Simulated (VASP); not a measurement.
# Sc3Al (P4/mmm) in VASP: a series of runs

Sc3Al is run at these levels: PBEsol; tasks: single point.

All numbers are computed with VASP 6.6.1; they aren't measurements. Logs are shortened: lines on timing, memory, paths and dates and some standing lists are left out, and cuts for length are marked.

## 1. The cell of the first run

It takes space group P4/mmm (No. 123, tetragonal). Conventional cell: a = 4.244 Å, b = 4.244 Å, c = 4.440 Å, α = 90.00°, β = 90.00°, γ = 90.00°. Sc (site symmetry mmm) has 8 Sc at 3.00 to 3.07 Å and 4 Al at 3.07 Å within 4.0 Å. Sc (site symmetry 4/mmm) has 4 Al at 3.00 Å and 8 Sc at 3.07 Å within 4.0 Å. Within 4.0 Å of Al (site symmetry 4/mmm) lie 12 Sc at 3.00 to 3.07 Å.

## 2. Single point, PBEsol (strain -0.030 along x and y, +0.015 along z)

INCAR reads:

```
ALGO = Fast ; EDIFF = 1E-6
ENCUT = 520 ; GGA = PS
ISIF = 2 ; ISMEAR = 0
LASPH = True ; LCHARG = False
LREAL = False ; LWAVE = False
NBANDS = 26 ; NELM = 100
PREC = Accurate ; SIGMA = 0.15
```

KPOINTS reads:

```
k-points
0
Gamma
  12 12 12
```

POSCAR reads:

```
Sc3Al
1.0
    4.2435511487      0.0000000000      0.0000000000
    0.0000000000      4.2435511487      0.0000000000
    0.0000000000      0.0000000000      4.4404169237
Sc Al
3 1
Direct
    0.5000000000      0.0000000000      0.5000000000
    0.0000000000      0.5000000000      0.5000000000
    0.5000000000      0.5000000000      0.0000000000
    0.0000000000      0.0000000000      0.0000000000
```

Potentials or basis: VASP PAW PBE potentials, release 64 (Sc_sv, Al).

Run with:

```
cat potpaw_PBE.64/Sc_sv/POTCAR potpaw_PBE.64/Al/POTCAR > POTCAR
mpirun -np 1 vasp_std > vasp.out
```

OUTCAR:

```text
EDIFF = 1E-6
   ENCUT = 520
   GGA = PS
   ISIF = 2
   ISMEAR = 0
   LASPH = True
   LREAL = False
   NELM = 100
   PREC = Accurate

 ion  position               nearest neighbor table
   1  0.500  0.000  0.500-   2 3.00   2 3.00   2 3.00   2 3.00   4 3.07   3 3.07   3 3.07   3 3.07
                             4 3.07   4 3.07   4 3.07   3 3.07
   2  0.000  0.500  0.500-   1 3.00   1 3.00   1 3.00   1 3.00   4 3.07   3 3.07   4 3.07   4 3.07
                             4 3.07   3 3.07   3 3.07   3 3.07
   3  0.500  0.500  0.000-   4 3.00   4 3.00   4 3.00   4 3.00   2 3.07   1 3.07   2 3.07   1 3.07
                             2 3.07   1 3.07   2 3.07   1 3.07
   4  0.000  0.000  0.000-   3 3.00   3 3.00   3 3.00   3 3.00   2 3.07   2 3.07   2 3.07   2 3.07
                             1 3.07   1 3.07   1 3.07   1 3.07

  LATTYP: Found a simple tetragonal cell.
 ALAT       =     4.2435511487
 C/A-ratio  =     1.0463917526

  Lattice vectors:

 A1 = (   4.2435511487,   0.0000000000,   0.0000000000)
 A2 = (   0.0000000000,   4.2435511487,   0.0000000000)
 A3 = (   0.0000000000,   0.0000000000,   4.4404169237)

Analysis of symmetry for initial positions (statically):
=====================================================================
 Subroutine PRICEL returns:
 Original cell was already a primitive cell.

 Routine SETGRP: Setting up the symmetry group for a
 simple tetragonal supercell.

 Subroutine GETGRP returns: Found 16 space group operations
 (whereof 16 operations were pure point group operations)
 out of a pool of 16 trial point group operations.

The static configuration has the point symmetry D_4h.

Analysis of symmetry for dynamics (positions and initial velocities):
=====================================================================
 Subroutine PRICEL returns:
 Original cell was already a primitive cell.

 Routine SETGRP: Setting up the symmetry group for a
 simple tetragonal supercell.

 Subroutine GETGRP returns: Found 16 space group operations
 (whereof 16 operations were pure point group operations)
 out of a pool of 16 trial point group operations.

The dynamic configuration has the point symmetry D_4h.

 Subroutine INISYM returns: Found 16 space group operations
 (whereof 16 operations are pure point group operations),
 and found     1 'primitive' translations

----------------------------------------------------------------------------------------

                                     Primitive cell

  volume of cell :      79.9618

  direct lattice vectors                    reciprocal lattice vectors
     4.243551149  0.000000000  0.000000000     0.235651690  0.000000000  0.000000000
     0.000000000  4.243551149  0.000000000     0.000000000  0.235651690  0.000000000
     0.000000000  0.000000000  4.440416924     0.000000000  0.000000000  0.225204078

  length of vectors
     4.243551149  4.243551149  4.440416924     0.235651690  0.235651690  0.225204078

  position of ions in fractional coordinates (direct lattice)
     0.500000000  0.000000000  0.500000000
     0.000000000  0.500000000  0.500000000
     0.500000000  0.500000000  0.000000000
     0.000000000  0.000000000  0.000000000

  ion indices of the primitive-cell ions
   primitive index   ion index
                 1           1
                 2           2
                 3           3
                 4           4

----------------------------------------------------------------------------------------

 KPOINTS: k-points

Automatic generation of k-mesh.
 Grid dimensions read from file:
 generate k-points for:   12   12   12

 Generating k-lattice:

  Cartesian coordinates                     Fractional coordinates (reciprocal lattice)
     0.019637641  0.000000000  0.000000000     0.083333333  0.000000000  0.000000000
     0.000000000  0.019637641  0.000000000     0.000000000  0.083333333  0.000000000
     0.000000000  0.000000000  0.018767007     0.000000000  0.000000000  0.083333333

  Length of vectors
     0.019637641  0.019637641  0.018767007

  Shift w.r.t. Gamma in fractional coordinates (k-lattice)
     0.000000000  0.000000000  0.000000000

 Subroutine IBZKPT returns following result:
 ===========================================

 Found    196 irreducible k-points:

 Following reciprocal coordinates:
            Coordinates               Weight
  0.000000  0.000000  0.000000      1.000000
  0.083333  0.000000  0.000000      4.000000
  0.166667  0.000000  0.000000      4.000000
  0.250000  0.000000  0.000000      4.000000
  0.333333  0.000000  0.000000      4.000000
  0.416667  0.000000  0.000000      4.000000
[... 16 lines left out ...]
  0.333333  0.333333  0.000000      4.000000
  0.416667  0.333333  0.000000      8.000000
 [... further k-points ...]
   k-points           NKPTS =    196   k-points in BZ     NKDIM =    196   number of bands    NBANDS=     26
   number of dos      NEDOS =    301   number of ions     NIONS =      4
   total plane-waves  NPLWV =  36864
   dimension x,y,z NGX =    32 NGY =   32 NGZ =   36
   dimension x,y,z NGXF=    64 NGYF=   64 NGZF=   72
   ions per type =               3   1
   NGX,Y,Z   is equivalent  to a cutoff of  12.54, 12.54, 13.48 a.u.
   NGXF,Y,Z  is equivalent  to a cutoff of  25.07, 25.07, 26.96 a.u.
 SYSTEM =  unknown system
   PREC   = accura    normal or accurate (medium, high low for compatibility)
   ISTART =      0    job   : 0-new  1-cont  2-samecut
   ICHARG =      2    charge: 1-file 2-atom 10-const
   ISPIN  =      1    spin polarized calculation?
   LNONCOLLINEAR =      F non collinear calculations
   LSORBIT =      F    spin-orbit coupling
   LASPH  =      T    aspherical Exc in radial PAW
   ENCUT  =  520.0 eV  38.22 Ry    6.18 a.u.   7.89  7.89  8.26*2*pi/ulx,y,z
   NELM   =    100;   NELMIN=  2; NELMDL= -5     # of ELM steps
   EDIFF  = 0.1E-05   stopping-criterion for ELM
   LREAL  =      F    real-space projection
   EDIFFG = 0.1E-04   stopping-criterion for IOM
   NSW    =      0    number of steps for IOM
   IBRION =     -1    ionic relax: 0-MD 1-quasi-New 2-CG
   NFREE  =      0    steps in history (QN), initial steepest desc. (CG)
   ISIF   =      2    stress and relaxation
   ISYM   =      2    0-nonsym 1-usesym 2-fastsym
   POTIM  = 0.5000    time-step for ionic-motion
   TEBEG  =    0.0;   TEEND  =   0.0 temperature during run
   PSTRESS=    0.0 pullay stress
   NELECT =      36.0000    total number of electrons
   NUPDOWN=      -1.0000    fix difference up-down
   EMIN   =  10.00;   EMAX   =-10.00  energy-range for DOS
   EFERMI =   0.00;   METHOD = LEGACY
   ISMEAR =     0;   SIGMA  =   0.15  broadening in eV -4-tet -1-fermi 0-gaus
   EFERMI_NEDOS =   21; number of points for ismear=-14 and -15
   IALGO  =     68    algorithm
   IMIX   =      4    mixing-type and parameters
     AMIX     =   0.40;   BMIX     =  1.00
     AMIX_MAG =   1.60;   BMIX_MAG =  1.00
  volume/ion in A,a.u.               =      19.99       134.90
  Fermi-wavevector in a.u.,A,eV,Ry     =   1.254724  2.371084 21.420083  1.574332
  Thomas-Fermi vector in A             =   2.388515
   LORBIT       =      0    0 simple, 1 ext, 2 COOP (PROOUT), +10 PAW based schemes
   GGA     = PS    functional components
   LHFCALC =     F    Hartree Fock is set to
   AEXX    =    0.0000 exact exchange contribution
   IVDW    =     0    specifies the selected vdW correction
   LEPSILON=     F    determine dielectric tensor
   LRPA    =     F    only Hartree local field effects (RPA)
 non-spin polarized calculation
 RMM-DIIS sequential band-by-band and
 Gauss-broadening in eV      SIGMA  =   0.15
  energy-cutoff  :      520.00
  volume of cell :       79.96
 maximum number of plane-waves:      2176
 NGX is ok and might be reduce to    32
   NGX = 15   NGY = 15   NGZ = 17

 number of electron      36.0000010 magnetization

 Free energy of the ion-electron system (eV)
  ---------------------------------------------------
  ext. energy  EPLUGINS =         0.00000000
  ---------------------------------------------------
  free energy    TOTEN  =       -24.90374906 eV

  energy without entropy =      -24.84443157  energy(sigma->0) =      -24.87409031

 E-fermi :   5.1559     XC(G=0): -10.5528

 val. band max:        5.1546139628   @ k =   0.4167   0.3333   0.0833
 cond. band min:       5.1592869089   @ k =   0.0833   0.0000   0.4167
 fundamental gap:      0.0046729461
 Fermi energy:         5.1558647714

 k-point     1 :       0.0000    0.0000    0.0000
  band No.  band energies     occupation
      1     -43.8302      2.00000
      2     -43.6916      2.00000
      3     -43.6809      2.00000
      4     -22.7942      2.00000
      5     -22.7920      2.00000
      6     -22.7920      2.00000
[... 18 lines left out ...]
     25       7.7866      0.00000
     26       8.8472      0.00000

 k-point     2 :       0.0833    0.0000    0.0000
  band No.  band energies     occupation
      1     -43.8279      2.00000
      2     -43.6921      2.00000
      3     -43.6827      2.00000
      4     -22.7891      2.00000
      5     -22.7858      2.00000
      6     -22.7844      2.00000
[... 18 lines left out ...]
     25       7.8528      0.00000
     26       8.8526      0.00000

 k-point     3 :       0.1667    0.0000    0.0000
  band No.  band energies     occupation
      1     -43.8210      2.00000
      2     -43.6949      2.00000
      3     -43.6864      2.00000
      4     -22.7742      2.00000
      5     -22.7678      2.00000
      6     -22.7620      2.00000
[... 572 lines left out ...]
 k-point    23 :       0.3333    0.3333    0.0000
  band No.  band energies     occupation
      1     -43.7719      2.00000
      2     -43.7224      2.00000
      3     -43.7064      2.00000
      4     -22.7946      2.00000
      5     -22.6801      2.00000
      6     -22.6489      2.00000
[... 18 lines left out ...]
     25       7.8948      0.00000
     26       8.3805      0.00000

 k-point    24 :       0.4167    0.3333    0.0000
  band No.  band energies     occupation
      1     -43.7609      2.00000
      2     -43.7303      2.00000
      3     -43.7092      2.00000
      4     -22.7875      2.00000
      5     -22.7260      2.00000
      6     -22.6200      2.00000
[... 18 lines left out ...]
     25       8.0206      0.00000
     26       8.1540      0.00000

 [... further k-points ...]

------------------------ aborting loop because EDIFF is reached ----------------------------------------

  FORCE on cell =-STRESS in cart. coord.  units (eV):
  Direction    XX          YY          ZZ          XY          YZ          ZX
  --------------------------------------------------------------------------------------
  -------------------------------------------------------------------------------------
  Total        2.3200533      2.3200533      0.6351704      0.0000000     -0.0000000     -0.0000000
  in kB       46.4863999     46.4863999     12.7267710      0.0000000     -0.0000000     -0.0000000
  external PRESSURE =      35.2331903 kB  Pullay stress =       0.0000000 kB

 VOLUME and BASIS-vectors are now :
 -----------------------------------------------------------------------------
  energy-cutoff  :      520.00
  volume of cell :       79.96
      direct lattice vectors                 reciprocal lattice vectors
     4.243551149  0.000000000  0.000000000     0.235651690  0.000000000  0.000000000
     0.000000000  4.243551149  0.000000000     0.000000000  0.235651690  0.000000000
     0.000000000  0.000000000  4.440416924     0.000000000  0.000000000  0.225204078

 POSITION                                       TOTAL-FORCE (eV/Angst)
 -----------------------------------------------------------------------------------
      2.12178      0.00000      2.22021         0.000000      0.000000      0.000000
      0.00000      2.12178      2.22021         0.000000      0.000000      0.000000
      2.12178      2.12178      0.00000         0.000000      0.000000      0.000000
      0.00000      0.00000      0.00000         0.000000      0.000000      0.000000
 -----------------------------------------------------------------------------------
    total drift:                                0.000000     -0.000000     -0.000000

  FREE ENERGIE OF THE ION-ELECTRON SYSTEM (eV)
  ---------------------------------------------------
  free  energy   TOTEN  =       -24.9037490582 eV

  energy  without entropy=      -24.8444315706  energy(sigma->0) =      -24.87409031
```

Wall time 9.3 min (1 thread of AMD EPYC 7R13 (Zen 3), shared host); peak memory 0.41 GiB.

Results:

| Property | Result |
| --- | --- |
| Free energy | -24.9037 eV |
| Pressure | 3.5 GPa |
| Band gap on the k mesh | zero (bands 18 and 19 overlap by 1.36 eV) |

Caveat: the cell differs from its parent crystal (strain -0.030 along x and y, +0.015 along z); the cell stands under pressure; the PAW data sets were made with another functional, which shifts forces and pressure a little.

## 3. Single point, PBEsol (strain +0.000 along x and y, -0.030 along z)

INCAR reads:

```
SYSTEM = Sc3Al
  ALGO = Fast
  EDIFF = 1E-6
  ENCUT = 520
  GGA = PS
  ISIF = 2
  ISMEAR = 0
  LASPH = .True.
  LCHARG = .False.
  LREAL = .False.
  LWAVE = .False.
  NBANDS = 26
  NELM = 100
  PREC = Accurate
  SIGMA = 0.15
```

KPOINTS reads:

```
k-points
0
Gamma
  12 12 12
  0 0 0
```

POSCAR reads:

```
Sc3Al
1.0
    4.3747949987      0.0000000000      0.0000000000
    0.0000000000      4.3747949987      0.0000000000
    0.0000000000      0.0000000000      4.2435511487
Sc Al
3 1
Direct
    0.5000000000      0.0000000000      0.5000000000
    0.0000000000      0.5000000000      0.5000000000
    0.5000000000      0.5000000000      0.0000000000
    0.0000000000      0.0000000000      0.0000000000
```

Potentials or basis: VASP PAW PBE potentials, release 64 (Sc_sv, Al).

Run with:

```
cat potpaw_PBE.64/Sc_sv/POTCAR potpaw_PBE.64/Al/POTCAR > POTCAR
mpirun -np 1 vasp_std > vasp.out
```

OUTCAR:

```text
SYSTEM = Sc3Al
   EDIFF = 1E-6
   ENCUT = 520
   GGA = PS
   ISIF = 2
   ISMEAR = 0
   LASPH = .True.
   LREAL = .False.
   NELM = 100
   PREC = Accurate

 ion  position               nearest neighbor table
   1  0.500  0.000  0.500-   3 3.05   4 3.05   3 3.05   4 3.05   3 3.05   3 3.05   4 3.05   4 3.05
                             2 3.09   2 3.09   2 3.09   2 3.09
   2  0.000  0.500  0.500-   3 3.05   4 3.05   3 3.05   4 3.05   4 3.05   4 3.05   3 3.05   3 3.05
                             1 3.09   1 3.09   1 3.09   1 3.09
[... 904 lines left out ...]
  --------------------------------------------------------------------------------------
  -------------------------------------------------------------------------------------
  Total        0.8188092      0.8188092      1.8622836      0.0000000      0.0000000     -0.0000000
  in kB       16.1528233     16.1528233     36.7376647      0.0000000      0.0000000     -0.0000000
  external PRESSURE =      23.0144371 kB  Pullay stress =       0.0000000 kB

 VOLUME and BASIS-vectors are now :
 -----------------------------------------------------------------------------
  energy-cutoff  :      520.00
  volume of cell :       81.22
      direct lattice vectors                 reciprocal lattice vectors
     4.374794999  0.000000000  0.000000000     0.228582139  0.000000000  0.000000000
     0.000000000  4.374794999  0.000000000     0.000000000  0.228582139  0.000000000
     0.000000000  0.000000000  4.243551149     0.000000000  0.000000000  0.235651690

 POSITION                                       TOTAL-FORCE (eV/Angst)
 -----------------------------------------------------------------------------------
      2.18740      0.00000      2.12178         0.000000      0.000000      0.000000
      0.00000      2.18740      2.12178         0.000000      0.000000      0.000000
      2.18740      2.18740      0.00000         0.000000      0.000000      0.000000
      0.00000      0.00000      0.00000         0.000000      0.000000      0.000000
 -----------------------------------------------------------------------------------
    total drift:                                0.000000      0.000000      0.000000

  FREE ENERGIE OF THE ION-ELECTRON SYSTEM (eV)
  ---------------------------------------------------
  free  energy   TOTEN  =       -24.9412694253 eV

  energy  without entropy=      -24.8814652980  energy(sigma->0) =      -24.91136736
```

OSZICAR:

```text
N       E                     dE             d eps       ncg     rms          rms(c)
DAV:   1     0.634276314913E+03    0.63428E+03   -0.16141E+04 10288   0.142E+03
DAV:   2     0.109189824523E+02   -0.62336E+03   -0.61386E+03 13328   0.634E+02
DAV:   3    -0.265666993928E+02   -0.37486E+02   -0.36712E+02 16738   0.201E+02
DAV:   4    -0.277484377598E+02   -0.11817E+01   -0.11552E+01 17112   0.348E+01
DAV:   5    -0.277765358657E+02   -0.28098E-01   -0.28051E-01 17176   0.654E+00    0.118E+01
RMM:   6    -0.248698093979E+02    0.29067E+01   -0.60981E+00 11341   0.235E+01    0.344E+00
RMM:   7    -0.250138073869E+02   -0.14400E+00   -0.63552E+00 13569   0.132E+01    0.162E+00
RMM:   8    -0.249303046228E+02    0.83503E-01   -0.40695E-01 11967   0.614E+00    0.132E+00
RMM:   9    -0.249382025025E+02   -0.78979E-02   -0.22593E-01 14322   0.197E+00    0.273E-01
RMM:  10    -0.249406809616E+02   -0.24785E-02   -0.33031E-02 16297   0.903E-01    0.229E-01
RMM:  11    -0.249410365164E+02   -0.35555E-03   -0.67568E-03 15267   0.465E-01    0.171E-01
RMM:  12    -0.249413448328E+02   -0.30832E-03   -0.28298E-03 16503   0.254E-01    0.745E-02
RMM:  13    -0.249412440274E+02    0.10081E-03   -0.80465E-04 14930   0.184E-01    0.466E-02
RMM:  14    -0.249412689614E+02   -0.24934E-04   -0.26343E-04 15689   0.687E-02    0.118E-02
RMM:  15    -0.249412662564E+02    0.27050E-05   -0.78318E-05 13853   0.479E-02    0.789E-03
RMM:  16    -0.249412686520E+02   -0.23956E-05   -0.26189E-05 12403   0.257E-02    0.741E-03
RMM:  17    -0.249412694253E+02   -0.77327E-06   -0.80005E-06 11093   0.195E-02
   1 F= -.24941269E+02 E0= -.24911367E+02  d E =-.598041E-01
```

stdout:

```text
POSCAR found type information on POSCAR ScAl
 POSCAR found :  2 types and       4 ions
 scaLAPACK will be used
 -----------------------------------------------------------------------------
|                                                                             |
|                                                                             |
|     You enforced a specific xc type in the INCAR file but a different       |
|     I HOPE YOU KNOW WHAT YOU ARE DOING!                                     |
|                                                                             |
 -----------------------------------------------------------------------------

 LDA part: xc-table for (Slater+PW92), standard interpolation
 POSCAR, INCAR and KPOINTS ok, starting setup
 FFT: planning ... GRIDC
 FFT: planning ... GRID_SOFT
 FFT: planning ... GRID
 WAVECAR not read
 entering main loop
```

It took 6.1 min on 1 thread of AMD EPYC 7R13 (Zen 3), shared host; peak memory 0.42 GiB.

What came out:

- Free energy: -24.9413 eV
- Pressure: 2.3 GPa
- Band gap on the k mesh: zero (bands 18 and 19 overlap by 1.43 eV)

Levels at points of the mesh, in eV from the Fermi level:
```
           k point  band 14  band 15  band 16  band 17  band 18  band 19  band 20  band 21  band 22  band 23
(0.00, 0.00, 0.00)    -2.65    -1.16    -1.06    -0.52    -0.45    -0.45     0.65     0.65     1.06     2.49
(0.50, 0.00, 0.00)    -4.12    -1.43    -0.90    -0.67     0.06     0.16     0.90     1.08     1.58     1.67
(0.50, 0.50, 0.00)    -2.89    -2.89    -1.49    -0.87     0.37     0.51     0.51     1.27     1.27     1.81
(0.00, 0.00, 0.50)    -4.04    -1.37    -0.89    -0.89     0.11     0.19     0.90     0.90     1.62     1.87
(0.50, 0.00, 0.50)    -2.81    -2.79    -1.39    -1.06     0.19     0.45     0.50     1.12     1.17     1.93
(0.50, 0.50, 0.50)    -1.53    -1.53    -1.50    -1.10    -1.06    -1.06     0.64     1.35     1.57     1.57
```

Caveat: the cell differs from its parent crystal (strain +0.000 along x and y, -0.030 along z); the PAW data sets were made with another functional, which shifts forces and pressure a little.
